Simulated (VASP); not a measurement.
Wanted: the native input for a VASP 6.6.1 run.

```
Task                   : single point
Functional             : PBE
Potentials or basis    : VASP PAW PBE potentials, release 64 (Al, N)
Cutoff                 : 520 eV
k mesh                 : 10 × 10 × 10
Occupations            : gaussian, width 0.05 eV
Spin                   : no spin polarisation
Dipole correction      : no
Further INCAR settings : ALGO = Normal; EDIFF = 1e-06; NBANDS = 11
```

The structure of AlN lies in POSCAR:

```
AlN
1.0
   -0.1625404385      1.9836801404      1.9836801404
    1.9836801404     -0.1625404385      1.9836801404
    1.9836801404      1.9836801404     -0.1625404385
Al N
1 1
Direct
    0.5000000000      0.5000000000      0.5000000000
    0.0000000000      0.0000000000      0.0000000000
```

One way to write it, as run:

INCAR

```
SYSTEM = AlN
  PREC = Accurate
  ENCUT = 520
  EDIFF = 1E-6
  ISMEAR = 0
  SIGMA = 0.05
  LREAL = .FALSE.
  LASPH = .TRUE.
  NELM = 80
  ALGO = Normal
  ISIF = 2
  LWAVE = .FALSE.
  LCHARG = .FALSE.
  GGA = PE
  NBANDS = 11
```

KPOINTS

```
Automatic mesh
0
G
  10 10 10
  0 0 0
```

Potentials or basis: VASP PAW PBE potentials, release 64 (Al, N).

Command:

```sh
$ cat potpaw_PBE.64/Al/POTCAR potpaw_PBE.64/N/POTCAR > POTCAR
$ mpirun -np 1 vasp_std > vasp.out
```

It gave:

| Quantity | Value |
| --- | --- |
| Pressure | -8.2 GPa |
| Band gap on the k mesh | 2.38 eV, indirect (least direct gap 3.52 eV) |

Wall time 12 s on 1 thread of Intel(R) Xeon(R) Platinum 8259CL CPU @ 2.50GHz (Skylake/Cascade Lake), on a shared host, peak memory 0.14 GiB.
